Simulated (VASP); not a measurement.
# PtSe2 (Sudovikovite) (P-3m1) in VASP: settings compared, part 2 of 2

VASP 6.6.1. Earlier steps stand in the parts before.

## (5) Single point, PBE-based screened hybrid

This run uses another cell than the first one, of 20.27 Å³/atom, 0.980 times its volume.

Contents of POSCAR:

```
PtSe2
1.0
    3.7240000000      0.0000000000      0.0000000000
   -1.8620000000      3.2250786037      0.0000000000
    0.0000000000      0.0000000000      5.0620000000
Pt Se
1 2
Direct
    0.0000000000      0.0000000000      0.0000000000
    0.6666666667      0.3333333333      0.7500000000
    0.3333333333      0.6666666667      0.2500000000
```

Contents of INCAR.step1:

```
SYSTEM = PtSe2
PREC = Accurate
ENCUT = 520
EDIFF = 1E-5
ISMEAR = -1
SIGMA = 0.05
LREAL = .FALSE.
LASPH = .TRUE.
NELM = 60
ALGO = Normal
ISIF = 2
LWAVE = .TRUE.
LCHARG = .FALSE.
GGA = PE
NBANDS = 18
```

Contents of INCAR.step2:

```
SYSTEM = PtSe2
PREC = Accurate
ENCUT = 520
EDIFF = 1E-6
ISMEAR = -1
SIGMA = 0.05
LREAL = .FALSE.
LASPH = .TRUE.
NELM = 60
ALGO = Normal
ISIF = 2
LWAVE = .FALSE.
LCHARG = .FALSE.
GGA = PE
LHFCALC = .TRUE.
AEXX = 0.25
HFSCREEN = 0.2078699
PRECFOCK = Normal
ISTART = 1
NBANDS = 18
```

Contents of KPOINTS:

```
regular mesh
0
G
  5 5 3
  0 0 0
```

Potentials or basis: VASP PAW PBE potentials, release 64 (Pt, Se).

The run is started by

```sh
$ cat potpaw_PBE.64/Pt/POTCAR potpaw_PBE.64/Se/POTCAR > POTCAR
$ cp INCAR.step1 INCAR
$ mpirun -np 1 vasp_std > vasp.out
$ cp INCAR.step2 INCAR
$ mpirun -np 1 vasp_std > vasp.out
```

OUTCAR:

```text
SYSTEM = PtSe2
   PREC = Accurate
   ENCUT = 520
   EDIFF = 1E-6
   ISMEAR = -1
   LREAL = .FALSE.
   LASPH = .TRUE.
   NELM = 60
   ISIF = 2
   GGA = PE
   LHFCALC = .TRUE.
   AEXX = 0.25
   HFSCREEN = 0.2078699
   PRECFOCK = Normal
   ISTART = 1

 ion  position               nearest neighbor table
   1  0.000  0.000  0.000-   2 2.49   3 2.49   2 2.49   3 2.49   2 2.49   3 2.49
   2  0.667  0.333  0.750-   1 2.49   1 2.49   1 2.49
   3  0.333  0.667  0.250-   1 2.49   1 2.49   1 2.49

  LATTYP: Found a hexagonal cell.
 ALAT       =     3.7240000000
 C/A-ratio  =     1.3592910849

  Lattice vectors:

 A1 = (   3.7240000000,   0.0000000000,   0.0000000000)
 A2 = (  -1.8620000000,   3.2250786037,   0.0000000000)
 A3 = (   0.0000000000,   0.0000000000,   5.0620000000)

Analysis of symmetry for initial positions (statically):
=====================================================================
 Subroutine PRICEL returns:
 Original cell was already a primitive cell.

 Routine SETGRP: Setting up the symmetry group for a
 hexagonal supercell.

 Subroutine GETGRP returns: Found 12 space group operations
 (whereof 12 operations were pure point group operations)
 out of a pool of 24 trial point group operations.

The static configuration has the point symmetry D_3d.

Analysis of symmetry for dynamics (positions and initial velocities):
=====================================================================
 Subroutine PRICEL returns:
 Original cell was already a primitive cell.

 Routine SETGRP: Setting up the symmetry group for a
 hexagonal supercell.

 Subroutine GETGRP returns: Found 12 space group operations
 (whereof 12 operations were pure point group operations)
 out of a pool of 24 trial point group operations.

The dynamic configuration has the point symmetry D_3d.

 Subroutine INISYM returns: Found 12 space group operations
 (whereof 12 operations are pure point group operations),
 and found     1 'primitive' translations

----------------------------------------------------------------------------------------

                                     Primitive cell

  volume of cell :      60.7956

  direct lattice vectors                    reciprocal lattice vectors
     3.724000000  0.000000000  0.000000000     0.268528464  0.155034981  0.000000000
    -1.862000000  3.225078604  0.000000000     0.000000000  0.310069962  0.000000000
     0.000000000  0.000000000  5.062000000     0.000000000  0.000000000  0.197550375

  length of vectors
     3.724000000  3.724000000  5.062000000     0.310069962  0.310069962  0.197550375

  position of ions in fractional coordinates (direct lattice)
     0.000000000  0.000000000  0.000000000
     0.666666667  0.333333333  0.750000000
     0.333333333  0.666666667  0.250000000

  ion indices of the primitive-cell ions
   primitive index   ion index
                 1           1
                 2           2
                 3           3

[... 33 lines left out ...]
  0.000000  0.000000  0.333333      2.000000
  0.200000  0.000000  0.333333      6.000000
  0.000000  0.200000  0.333333      6.000000
  0.400000 -0.000000  0.333333      6.000000
  0.000000  0.400000  0.333333      6.000000
  0.200000  0.200000  0.333333     12.000000
  0.400000  0.200000  0.333333     12.000000
   k-points           NKPTS =     12   k-points in BZ     NKDIM =     75   number of bands    NBANDS=     18
   number of dos      NEDOS =    301   number of ions     NIONS =      3
   total plane-waves  NPLWV =  31360
   dimension x,y,z NGX =    28 NGY =   28 NGZ =   40
   dimension x,y,z NGXF=    56 NGYF=   56 NGZF=   80
   ions per type =               1   2
   NGX,Y,Z   is equivalent  to a cutoff of  12.50, 12.50, 13.14 a.u.
   NGXF,Y,Z  is equivalent  to a cutoff of  25.00, 25.00, 26.27 a.u.
 SYSTEM =  PtSe2
   PREC   = accura    normal or accurate (medium, high low for compatibility)
   ISTART =      1    job   : 0-new  1-cont  2-samecut
   ICHARG =      0    charge: 1-file 2-atom 10-const
   ISPIN  =      1    spin polarized calculation?
   LNONCOLLINEAR =      F non collinear calculations
   LSORBIT =      F    spin-orbit coupling
   LASPH  =      T    aspherical Exc in radial PAW
   ENCUT  =  520.0 eV  38.22 Ry    6.18 a.u.   6.92  6.92  9.41*2*pi/ulx,y,z
   NELM   =     60;   NELMIN=  2; NELMDL=  0     # of ELM steps
   EDIFF  = 0.1E-05   stopping-criterion for ELM
   LREAL  =      F    real-space projection
   EDIFFG = 0.1E-04   stopping-criterion for IOM
   NSW    =      0    number of steps for IOM
   IBRION =     -1    ionic relax: 0-MD 1-quasi-New 2-CG
   NFREE  =      0    steps in history (QN), initial steepest desc. (CG)
   ISIF   =      2    stress and relaxation
   ISYM   =      3    0-nonsym 1-usesym 2-fastsym
   POTIM  = 0.5000    time-step for ionic-motion
   TEBEG  =    0.0;   TEEND  =   0.0 temperature during run
   PSTRESS=    0.0 pullay stress
   NELECT =      22.0000    total number of electrons
   NUPDOWN=      -1.0000    fix difference up-down
   EMIN   =  10.00;   EMAX   =-10.00  energy-range for DOS
   EFERMI =   0.00;   METHOD = LEGACY
   ISMEAR =    -1;   SIGMA  =   0.05  broadening in eV -4-tet -1-fermi 0-gaus
   EFERMI_NEDOS =   21; number of points for ismear=-14 and -15
   IALGO  =     38    algorithm
   IMIX   =      1    mixing-type and parameters
     AMIX     =   0.40;   BMIX     =  1.00
     AMIX_MAG =   1.60;   BMIX_MAG =  1.00
  volume/ion in A,a.u.               =      20.27       136.76
  Fermi-wavevector in a.u.,A,eV,Ry     =   1.166608  2.204570 18.517184  1.360975
  Thomas-Fermi vector in A             =   2.303119
   LORBIT       =      0    0 simple, 1 ext, 2 COOP (PROOUT), +10 PAW based schemes
   GGA     = PE    functional components
   LHFCALC =     T    Hartree Fock is set to
   PRECFOCK=normal    Normal, Fast or Accurate (Low or Medium for compatibility)
   ENCUT4O =  -1.0   cutoff for four orbital integrals eV
   NKREDX  =     1    reduce k-point grid by
   NKREDY  =     1    reduce k-point grid by
   NKREDZ  =     1    reduce k-point grid by
   AEXX    =    0.2500 exact exchange contribution
   HFSCREEN=    0.2079 screening length (either q_TF or 0.3 A-1)
   HFSCREENC=   0.2079 screening length for correlation (either q_TF or 0.3 A-1)
   ENCUTFOCK=  -1.0 apply spherical cutoff to Coloumb kernel
   IVDW    =     0    specifies the selected vdW correction
   LEPSILON=     F    determine dielectric tensor
   LRPA    =     F    only Hartree local field effects (RPA)
 non-spin polarized calculation
  energy-cutoff  :      520.00
  volume of cell :       60.80
 maximum number of plane-waves:      1649
 NGX is ok and might be reduce to    28
  NGX = 24; NGY = 24; NGZ = 30

 number of electron      21.9999999 magnetization

 Free energy of the ion-electron system (eV)
  ---------------------------------------------------
  ext. energy  EPLUGINS =         0.00000000
  ---------------------------------------------------
  free energy    TOTEN  =       -17.21126303 eV

  energy without entropy =      -17.20840754  energy(sigma->0) =      -17.20983528

 E-fermi :   6.7434     XC(G=0):  -8.7857

 val. band max:        6.7116420362   @ k =   0.0000   0.0000   0.0000
 cond. band min:       6.8894288010   @ k =   0.4000   0.2000   0.0000
 fundamental gap:      0.1777867648
 Fermi energy:         6.7434365137

 k-point     1 :       0.0000    0.0000    0.0000
  band No.  band energies     occupation
      1     -11.1157      2.00000
      2      -7.9575      2.00000
      3      -1.9581      2.00000
      4      -1.1125      2.00000
      5      -1.1125      2.00000
      6       1.2196      2.00000
[... 229 lines left out ...]
      5      -0.0952      2.00000
      6       0.6082      2.00000
[... 10 lines left out ...]
     17      15.5842      0.00000
     18      16.6433      0.00000

------------------------ aborting loop because EDIFF is reached ----------------------------------------

  FORCE on cell =-STRESS in cart. coord.  units (eV):
  Direction    XX          YY          ZZ          XY          YZ          ZX
  --------------------------------------------------------------------------------------
  -------------------------------------------------------------------------------------
  Total        0.9082047      0.9082047      0.9982272      0.0000000      0.0000000      0.0000000
  in kB       23.9343820     23.9343820     26.3067916      0.0000000      0.0000000      0.0000000
  external PRESSURE =      24.7251852 kB  Pullay stress =       0.0000000 kB

 VOLUME and BASIS-vectors are now :
 -----------------------------------------------------------------------------
  energy-cutoff  :      520.00
  volume of cell :       60.80
      direct lattice vectors                 reciprocal lattice vectors
     3.724000000  0.000000000  0.000000000     0.268528464  0.155034981  0.000000000
    -1.862000000  3.225078604  0.000000000     0.000000000  0.310069962  0.000000000
     0.000000000  0.000000000  5.062000000     0.000000000  0.000000000  0.197550375

 POSITION                                       TOTAL-FORCE (eV/Angst)
 -----------------------------------------------------------------------------------
      0.00000      0.00000      0.00000         0.000000      0.000000      0.000000
      1.86200      1.07503      3.79650        -0.000000      0.000000     -0.045081
     -0.00000      2.15005      1.26550        -0.000000     -0.000000      0.045081
 -----------------------------------------------------------------------------------
    total drift:                               -0.000000     -0.000000     -0.000000

  FREE ENERGIE OF THE ION-ELECTRON SYSTEM (eV)
  ---------------------------------------------------
  free  energy   TOTEN  =       -17.2112630289 eV

  energy  without entropy=      -17.2084075369  energy(sigma->0) =      -17.20983528
```

It took 39 min on 1 thread of Intel Xeon Platinum 8124M at 3.00GHz (Skylake/Cascade Lake), shared host; peak memory 0.3 GiB.

What came out:

| Item | Value |
| --- | --- |
| Free energy | -17.2113 eV |
| Pressure | 2.5 GPa |
| Largest force | 0.045 eV/Å |
| Band gap on the k mesh | 0.18 eV, indirect (least direct gap 1.35 eV) |

Forces on the atoms (eV/Å):
```
Pt   0.000  0.000  0.000
Se   0.000  0.000 -0.045
Se   0.000  0.000  0.045
```

Levels at points of the mesh, in eV from the valence-band top:
| k point | band 9 | band 10 | band 11 | band 12 | band 13 | band 14 |
| --- | --- | --- | --- | --- | --- | --- |
| (0.00, 0.00, 0.00) | -1.74 | -1.74 | 0.00 | 1.35 | 1.35 | 3.67 |

Caveat: the PAW data sets were made with another functional, which shifts forces and pressure a little; spin-orbit coupling is left out, which moves the levels of the heavy elements.

## (6) The runs side by side

| level | cell | k mesh | grid for exact exchange (PRECFOCK) | share of exact exchange | screening parameter | gap on the mesh (eV) | pressure (GPa) | largest force (eV/Å) |
| --- | --- | --- | --- | --- | --- | --- | --- | --- |
| PBE | a = 3.761, b = 3.761, c = 5.062 Å, angles 90.0, 90.0, 120.0°, 3 atoms | 7 × 7 × 5 | - | - | - | none | 4.2 | 0.38 |
| PBE | a = 3.798, b = 3.798, c = 5.062 Å, angles 90.0, 90.0, 120.0°, 3 atoms | 7 × 7 × 5 | - | - | - | none | 1.4 | 0.17 |
| PBE | a = 3.873, b = 3.873, c = 5.062 Å, angles 90.0, 90.0, 120.0°, 3 atoms | 7 × 7 × 5 | - | - | - | none | -3.2 | 0.19 |
| PBE-based screened hybrid | a = 3.724, b = 3.724, c = 5.062 Å, angles 90.0, 90.0, 120.0°, 3 atoms | 5 × 5 × 3 | Normal | 0.25 | 0.20787 1/Å | 0.18 | 2.5 | 0.05 |

Alike in all rows: task single point; potentials or basis VASP PAW PBE potentials, release 64 (Pt, Se); no spin polarisation; cutoff (eV) 520; smearing fermi-dirac 0.05 eV.

Caveats: spin-orbit coupling is left out, which moves the levels of the heavy elements; the PAW data sets were made with another functional, which shifts forces and pressure a little (some runs).

Total energies depend on the potentials used, so only differences within one code and one set of settings carry meaning.
